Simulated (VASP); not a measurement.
# ZnS (F-43m) in VASP: notebook

ZnS is run at these levels: PBE; tasks: single point.

Everything below comes from runs of VASP 6.6.1. Logs are shortened: lines on timing, memory, paths and dates and some standing lists are left out, and cuts for length are marked.

**What was measured.**

“Electronic, vibrational, and thermodynamic properties of ZnS (zincblende and rocksalt structure)”, 2009, arxiv:0911.5022 quotes, for a bulk crystal of ZnS at 19 K: band gap 3.85 eV (direct).

The runs below are set against these values where they give the same quantity.

### Step 1. The cell of the first run

Symmetry: F-43m, No. 216, cubic system. Conventional cell: a = 5.409 Å, b = 5.409 Å, c = 5.409 Å, α = 90.00°, β = 90.00°, γ = 90.00°. Zn (site symmetry -43m) has 4 S at 2.34 Å within 3.1 Å. S (site symmetry -43m) has 4 Zn at 2.34 Å within 3.1 Å.

### Step 2. Single point, PBE

Contents of INCAR:

```
ALGO = Normal
EDIFF = 1E-6
ENCUT = 520
GGA = PE
ISIF = 2
ISMEAR = -1
LASPH = T
LCHARG = F
LREAL = F
LWAVE = F
NBANDS = 16
NELM = 100
PREC = Accurate
SIGMA = 0.01
```

Contents of KPOINTS:

```
k-points
0
Gamma
  8 8 8
```

Contents of POSCAR:

```
ZnS
1.0
    0.0000000000      2.7046500000      2.7046500000
    2.7046500000      0.0000000000      2.7046500000
    2.7046500000      2.7046500000      0.0000000000
Zn S
1 1
Direct
    0.0000000000      0.0000000000      0.0000000000
    0.7500000000      0.7500000000      0.7500000000
```

Potentials or basis: VASP PAW PBE potentials, release 64 (Zn, S).

Launch:

```sh
> cat potpaw_PBE.64/Zn/POTCAR potpaw_PBE.64/S/POTCAR > POTCAR
> mpirun -np 1 vasp_std > vasp.out
```

OUTCAR:

```text
EDIFF = 1E-6
   ENCUT = 520
   GGA = PE
   ISIF = 2
   ISMEAR = -1
   LASPH = T
   LREAL = F
   NELM = 100
   PREC = Accurate

 ion  position               nearest neighbor table
   1  0.000  0.000  0.000-   2 2.34   2 2.34   2 2.34   2 2.34
   2  0.750  0.750  0.750-   1 2.34   1 2.34   1 2.34   1 2.34

  LATTYP: Found a face centered cubic cell.
 ALAT       =     5.4093000000

  Lattice vectors:

 A1 = (   0.0000000000,   2.7046500000,   2.7046500000)
 A2 = (   2.7046500000,   0.0000000000,   2.7046500000)
 A3 = (   2.7046500000,   2.7046500000,   0.0000000000)

Analysis of symmetry for initial positions (statically):
=====================================================================
 Subroutine PRICEL returns:
 Original cell was already a primitive cell.

 Routine SETGRP: Setting up the symmetry group for a
 face centered cubic supercell.

 Subroutine GETGRP returns: Found 24 space group operations
 (whereof 24 operations were pure point group operations)
 out of a pool of 48 trial point group operations.

The static configuration has the point symmetry T_d .

Analysis of symmetry for dynamics (positions and initial velocities):
=====================================================================
 Subroutine PRICEL returns:
 Original cell was already a primitive cell.

 Routine SETGRP: Setting up the symmetry group for a
 face centered cubic supercell.

 Subroutine GETGRP returns: Found 24 space group operations
 (whereof 24 operations were pure point group operations)
 out of a pool of 48 trial point group operations.

The dynamic configuration has the point symmetry T_d .

 Subroutine INISYM returns: Found 24 space group operations
 (whereof 24 operations are pure point group operations),
 and found     1 'primitive' translations

----------------------------------------------------------------------------------------

                                     Primitive cell

  volume of cell :      39.5697

  direct lattice vectors                    reciprocal lattice vectors
     0.000000000  2.704650000  2.704650000    -0.184866803  0.184866803  0.184866803
     2.704650000  0.000000000  2.704650000     0.184866803 -0.184866803  0.184866803
     2.704650000  2.704650000  0.000000000     0.184866803  0.184866803 -0.184866803

  length of vectors
     3.824952711  3.824952711  3.824952711     0.320198696  0.320198696  0.320198696

  position of ions in fractional coordinates (direct lattice)
     0.000000000  0.000000000  0.000000000
     0.750000000  0.750000000  0.750000000

  ion indices of the primitive-cell ions
   primitive index   ion index
                 1           1
                 2           2

----------------------------------------------------------------------------------------

 KPOINTS: k-points

Automatic generation of k-mesh.
 Grid dimensions read from file:
 generate k-points for:    8    8    8

 Generating k-lattice:

  Cartesian coordinates                     Fractional coordinates (reciprocal lattice)
    -0.023108350  0.023108350  0.023108350     0.125000000  0.000000000  0.000000000
     0.023108350 -0.023108350  0.023108350     0.000000000  0.125000000  0.000000000
     0.023108350  0.023108350 -0.023108350     0.000000000  0.000000000  0.125000000

  Length of vectors
     0.040024837  0.040024837  0.040024837

  Shift w.r.t. Gamma in fractional coordinates (k-lattice)
     0.000000000  0.000000000  0.000000000

 Subroutine IBZKPT returns following result:
 ===========================================

 Found     29 irreducible k-points:

 Following reciprocal coordinates:
            Coordinates               Weight
  0.000000  0.000000  0.000000      1.000000
  0.125000  0.000000  0.000000      8.000000
  0.250000  0.000000  0.000000      8.000000
  0.375000  0.000000  0.000000      8.000000
  0.500000  0.000000  0.000000      4.000000
  0.125000  0.125000  0.000000      6.000000
[... 16 lines left out ...]
  0.500000  0.250000  0.125000     48.000000
 -0.375000  0.250000  0.125000     24.000000
 [... further k-points ...]
   k-points           NKPTS =     29   k-points in BZ     NKDIM =     29   number of bands    NBANDS=     16
   number of dos      NEDOS =    301   number of ions     NIONS =      2
   total plane-waves  NPLWV =  21952
   dimension x,y,z NGX =    28 NGY =   28 NGZ =   28
   dimension x,y,z NGXF=    56 NGYF=   56 NGZF=   56
   ions per type =               1   1
   NGX,Y,Z   is equivalent  to a cutoff of  12.17, 12.17, 12.17 a.u.
   NGXF,Y,Z  is equivalent  to a cutoff of  24.34, 24.34, 24.34 a.u.
 SYSTEM =  unknown system
   PREC   = accura    normal or accurate (medium, high low for compatibility)
   ISTART =      0    job   : 0-new  1-cont  2-samecut
   ICHARG =      2    charge: 1-file 2-atom 10-const
   ISPIN  =      1    spin polarized calculation?
   LNONCOLLINEAR =      F non collinear calculations
   LSORBIT =      F    spin-orbit coupling
   LASPH  =      T    aspherical Exc in radial PAW
   ENCUT  =  520.0 eV  38.22 Ry    6.18 a.u.   7.11  7.11  7.11*2*pi/ulx,y,z
   NELM   =    100;   NELMIN=  2; NELMDL= -5     # of ELM steps
   EDIFF  = 0.1E-05   stopping-criterion for ELM
   LREAL  =      F    real-space projection
   EDIFFG = 0.1E-04   stopping-criterion for IOM
   NSW    =      0    number of steps for IOM
   IBRION =     -1    ionic relax: 0-MD 1-quasi-New 2-CG
   NFREE  =      0    steps in history (QN), initial steepest desc. (CG)
   ISIF   =      2    stress and relaxation
   ISYM   =      2    0-nonsym 1-usesym 2-fastsym
   POTIM  = 0.5000    time-step for ionic-motion
   TEBEG  =    0.0;   TEEND  =   0.0 temperature during run
   PSTRESS=    0.0 pullay stress
   NELECT =      18.0000    total number of electrons
   NUPDOWN=      -1.0000    fix difference up-down
   EMIN   =  10.00;   EMAX   =-10.00  energy-range for DOS
   EFERMI =   0.00;   METHOD = LEGACY
   ISMEAR =    -1;   SIGMA  =   0.01  broadening in eV -4-tet -1-fermi 0-gaus
   EFERMI_NEDOS =   21; number of points for ismear=-14 and -15
   IALGO  =     38    algorithm
   IMIX   =      4    mixing-type and parameters
     AMIX     =   0.40;   BMIX     =  1.00
     AMIX_MAG =   1.60;   BMIX_MAG =  1.00
  volume/ion in A,a.u.               =      19.78       133.51
  Fermi-wavevector in a.u.,A,eV,Ry     =   1.259055  2.379268 21.568210  1.585219
  Thomas-Fermi vector in A             =   2.392634
   LORBIT       =      0    0 simple, 1 ext, 2 COOP (PROOUT), +10 PAW based schemes
   GGA     = PE    functional components
   LHFCALC =     F    Hartree Fock is set to
   AEXX    =    0.0000 exact exchange contribution
   IVDW    =     0    specifies the selected vdW correction
   LEPSILON=     F    determine dielectric tensor
   LRPA    =     F    only Hartree local field effects (RPA)
 non-spin polarized calculation
  energy-cutoff  :      520.00
  volume of cell :       39.57
 maximum number of plane-waves:      1090
   NGX = 15   NGY = 15   NGZ = 15

 number of electron      17.9999998 magnetization

 Free energy of the ion-electron system (eV)
  ---------------------------------------------------
  ext. energy  EPLUGINS =         0.00000000
  ---------------------------------------------------
  free energy    TOTEN  =        -6.84828059 eV

  energy without entropy =       -6.84828059  energy(sigma->0) =       -6.84828059

 E-fermi :   2.2849     XC(G=0):  -9.6164

 val. band max:        2.0795425744   @ k =   0.0000   0.0000   0.0000
 cond. band min:       4.1807106415   @ k =   0.0000   0.0000   0.0000
 fundamental gap:      2.1011680671
 Fermi energy:         2.2849027397

 k-point     1 :       0.0000    0.0000    0.0000
  band No.  band energies     occupation
      1     -11.0402      2.00000
      2      -4.2480      2.00000
      3      -4.2480      2.00000
      4      -4.2480      2.00000
      5      -3.7533      2.00000
      6      -3.7533      2.00000
[... 8 lines left out ...]
     15      13.8390      0.00000
     16      13.9336      0.00000

 k-point     2 :       0.1250    0.0000    0.0000
  band No.  band energies     occupation
      1     -10.9241      2.00000
      2      -4.2465      2.00000
      3      -4.2271      2.00000
      4      -4.2271      2.00000
      5      -3.7549      2.00000
      6      -3.7549      2.00000
[... 8 lines left out ...]
     15      13.2483      0.00000
     16      14.7235      0.00000

 k-point     3 :       0.2500    0.0000    0.0000
  band No.  band energies     occupation
      1     -10.6208      2.00000
      2      -4.1986      2.00000
      3      -4.1813      2.00000
      4      -4.1813      2.00000
      5      -3.7517      2.00000
      6      -3.7517      2.00000
[... 8 lines left out ...]
     15      13.0495      0.00000
     16      14.2799      0.00000

 k-point     4 :       0.3750    0.0000    0.0000
  band No.  band energies     occupation
      1     -10.2766      2.00000
      2      -4.1451      2.00000
      3      -4.1451      2.00000
      4      -3.9810      2.00000
      5      -3.7350      2.00000
      6      -3.7350      2.00000
[... 8 lines left out ...]
     15      14.1537      0.00000
     16      14.1537      0.00000

 k-point     5 :       0.5000    0.0000    0.0000
  band No.  band energies     occupation
      1     -10.1185      2.00000
      2      -4.1337      2.00000
      3      -4.1337      2.00000
      4      -3.7232      2.00000
      5      -3.7232      2.00000
      6      -3.5515      2.00000
[... 8 lines left out ...]
     15      15.4802      0.00000
     16      15.4802      0.00000

 k-point     6 :       0.1250    0.1250    0.0000
  band No.  band energies     occupation
      1     -10.8853      2.00000
      2      -4.2672      2.00000
      3      -4.2091      2.00000
      4      -4.2091      2.00000
      5      -3.7696      2.00000
      6      -3.7423      2.00000
[... 8 lines left out ...]
     15      14.0401      0.00000
     16      15.2290      0.00000
[... 267 lines left out ...]
 k-point    21 :       0.5000    0.5000    0.0000
  band No.  band energies     occupation
      1      -9.8084      2.00000
      2      -4.2720      2.00000
      3      -3.9074      2.00000
      4      -3.9074      2.00000
      5      -3.6785      2.00000
      6      -3.5380      2.00000
[... 8 lines left out ...]
     15      15.7922      0.00000
     16      16.6109      0.00000

 k-point    22 :       0.3750    0.2500    0.1250
  band No.  band energies     occupation
      1     -10.3831      2.00000
      2      -4.2235      2.00000
      3      -4.1163      2.00000
      4      -4.0892      2.00000
      5      -3.7753      2.00000
      6      -3.7155      2.00000
[... 8 lines left out ...]
     15      14.8559      0.00000
     16      17.1514      0.00000

 k-point    23 :       0.5000    0.2500    0.1250
  band No.  band energies     occupation
      1     -10.0955      2.00000
      2      -4.1368      2.00000
      3      -4.0856      2.00000
      4      -3.9428      2.00000
      5      -3.7355      2.00000
      6      -3.6804      2.00000
[... 8 lines left out ...]
     15      15.8302      0.00000
     16      16.3890      0.00000

 k-point    24 :      -0.3750    0.2500    0.1250
  band No.  band energies     occupation
      1      -9.9668      2.00000
      2      -4.1210      2.00000
      3      -4.0644      2.00000
      4      -3.8063      2.00000
      5      -3.7408      2.00000
      6      -3.4851      2.00000
[... 8 lines left out ...]
     15      15.5327      0.00000
     16      16.3265      0.00000

 [... further k-points ...]
[... 5 lines left out ...]
  --------------------------------------------------------------------------------------
  -------------------------------------------------------------------------------------
  Total        0.3791065      0.3791065      0.3791065      0.0000000      0.0000000      0.0000000
  in kB       15.3500083     15.3500083     15.3500083      0.0000000      0.0000000      0.0000000
  external PRESSURE =      15.3500083 kB  Pullay stress =       0.0000000 kB

 VOLUME and BASIS-vectors are now :
 -----------------------------------------------------------------------------
  energy-cutoff  :      520.00
  volume of cell :       39.57
      direct lattice vectors                 reciprocal lattice vectors
     0.000000000  2.704650000  2.704650000    -0.184866803  0.184866803  0.184866803
     2.704650000  0.000000000  2.704650000     0.184866803 -0.184866803  0.184866803
     2.704650000  2.704650000  0.000000000     0.184866803  0.184866803 -0.184866803

 POSITION                                       TOTAL-FORCE (eV/Angst)
 -----------------------------------------------------------------------------------
      0.00000      0.00000      0.00000         0.000000      0.000000      0.000000
      4.05697      4.05697      4.05697        -0.000000     -0.000000     -0.000000
 -----------------------------------------------------------------------------------
    total drift:                               -0.000001     -0.000001     -0.000001

  FREE ENERGIE OF THE ION-ELECTRON SYSTEM (eV)
  ---------------------------------------------------
  free  energy   TOTEN  =        -6.8482805875 eV

  energy  without entropy=       -6.8482805875  energy(sigma->0) =       -6.84828059
```

Wall time 10 s (1 thread of Intel Xeon Platinum 8488C (Sapphire Rapids), shared host); peak memory 0.15 GiB.

What came out:

* Free energy: -6.8483 eV
* Pressure: 1.5 GPa
* Band gap on the k mesh: 2.10 eV, direct

### Step 3. Single point, PBE, non-collinear spin, zero start, spin-orbit coupling

Contents of INCAR:

```
SYSTEM = ZnS
PREC = Accurate
ENCUT = 520
EDIFF = 1E-6
ISMEAR = -1
SIGMA = 0.01
LREAL = .FALSE.
LASPH = .TRUE.
NELM = 150
ALGO = Normal
ISIF = 2
LWAVE = .FALSE.
LCHARG = .FALSE.
LNONCOLLINEAR = .TRUE.
MAGMOM = 0 0 0 0 0 0
LORBIT = 11
LSORBIT = .TRUE.
GGA_COMPAT = .FALSE.
LORBMOM = .TRUE.
GGA = PE
NBANDS = 30
```

Contents of KPOINTS:

```
Automatic mesh
0
G
  8 8 8
  0 0 0
```

POSCAR is that of step 2.

Potentials or basis: VASP PAW PBE potentials, release 64 (Zn, S).

Launch:

```sh
> cat potpaw_PBE.64/Zn/POTCAR potpaw_PBE.64/S/POTCAR > POTCAR
> mpirun -np 1 vasp_ncl > vasp.out
```

OUTCAR:

```text
SYSTEM = ZnS
   PREC = Accurate
   ENCUT = 520
   EDIFF = 1E-6
   ISMEAR = -1
   LREAL = .FALSE.
   LASPH = .TRUE.
   NELM = 150
   ISIF = 2
   LNONCOLLINEAR = .TRUE.
   LORBIT = 11
   LSORBIT = .TRUE.
   GGA = PE

 ion  position               nearest neighbor table
   1  0.000  0.000  0.000-   2 2.34   2 2.34   2 2.34   2 2.34
   2  0.750  0.750  0.750-   1 2.34   1 2.34   1 2.34   1 2.34

  LATTYP: Found a face centered cubic cell.
 ALAT       =     5.4093000000

  Lattice vectors:

 A1 = (   0.0000000000,   2.7046500000,   2.7046500000)
 A2 = (   2.7046500000,   0.0000000000,   2.7046500000)
 A3 = (   2.7046500000,   2.7046500000,   0.0000000000)

Analysis of symmetry for initial positions (statically):
=====================================================================
 Subroutine PRICEL returns:
 Original cell was already a primitive cell.

 Routine SETGRP: Setting up the symmetry group for a
 face centered cubic supercell.

 Subroutine GETGRP returns: Found 24 space group operations
 (whereof 24 operations were pure point group operations)
 out of a pool of 48 trial point group operations.

The static configuration has the point symmetry T_d .

[... 1053 lines left out ...]
     0.0000000     0.0000000     0.0000000     0.0000000     0.0000000     0.0000000     0.0000000
     0.0000000     0.0000000     0.0000000     0.0000000     0.0000000     0.0000000     0.0000000
     0.0000000     0.0000000     0.0000000     0.0000000     0.0000000     0.0000000     0.0000000
     0.0000000     0.0000000     0.0000000     0.0000000     0.0000000     0.0000000     0.0000000

 Ion:    2  E_soc:     -0.0017811
 l=   1
     0.0000000    -0.0002969    -0.0002969
    -0.0002969     0.0000000    -0.0002969
    -0.0002969    -0.0002969     0.0000000
 l=   2
     0.0000000     0.0000000     0.0000000     0.0000000     0.0000000
     0.0000000     0.0000000     0.0000000     0.0000000     0.0000000
     0.0000000     0.0000000     0.0000000     0.0000000     0.0000000
     0.0000000     0.0000000     0.0000000     0.0000000     0.0000000
     0.0000000     0.0000000     0.0000000     0.0000000     0.0000000
 l=   3
     0.0000000     0.0000000     0.0000000     0.0000000     0.0000000     0.0000000     0.0000000
     0.0000000     0.0000000     0.0000000     0.0000000     0.0000000     0.0000000     0.0000000
     0.0000000     0.0000000     0.0000000     0.0000000     0.0000000     0.0000000     0.0000000
     0.0000000     0.0000000     0.0000000     0.0000000     0.0000000     0.0000000     0.0000000
     0.0000000     0.0000000     0.0000000     0.0000000     0.0000000     0.0000000     0.0000000
     0.0000000     0.0000000     0.0000000     0.0000000     0.0000000     0.0000000     0.0000000
     0.0000000     0.0000000     0.0000000     0.0000000     0.0000000     0.0000000     0.0000000

 total charge

# of ion       s       p       d       tot
------------------------------------------
    1        0.519   0.474   9.799  10.792
    2        1.315   2.436   0.000   3.751
--------------------------------------------------
tot          1.834   2.910   9.799  14.543

 magnetization (x)

# of ion       s       p       d       tot
------------------------------------------
    1       -0.000  -0.000   0.000  -0.000
    2        0.000  -0.000   0.000  -0.000
--------------------------------------------------
tot         -0.000  -0.000   0.000  -0.000

 magnetization (y)

# of ion       s       p       d       tot
------------------------------------------
    1        0.000  -0.000   0.000  -0.000
    2        0.000   0.000   0.000   0.000
--------------------------------------------------
tot          0.000  -0.000   0.000  -0.000

 magnetization (z)

# of ion       s       p       d       tot
------------------------------------------
    1        0.000  -0.000   0.000   0.000
    2        0.000  -0.000   0.000  -0.000
--------------------------------------------------
tot          0.000  -0.000   0.000   0.000
```

Wall time 71 s (1 thread of Intel Xeon Platinum 8488C (Sapphire Rapids), shared host); peak memory 0.28 GiB.

Results:

```
Free energy                                           : -6.8533 eV
Pressure                                              : 1.5 GPa
Net moment                                            : 0.00 μB per cell
Valence electrons inside the program's atomic spheres : Zn 10.79; S 3.75
```

Moments on the atoms (μB; x, y, z):
```
Zn  0.00 0.00 0.00
S   0.00 0.00 0.00
```

### Step 4. How close it comes

Step 2. Against the measured gap of ZnS, 3.85 eV (direct; 19 K; quoted in “Electronic, vibrational, and thermodynamic properties of ZnS (zincblende and rocksalt structure)”, 2009, arxiv:0911.5022), the calculated 2.10 eV is off by -1.75 eV. The value is that of PBE, without temperature or zero-point motion. Semilocal functionals fall short of measured gaps as a rule.
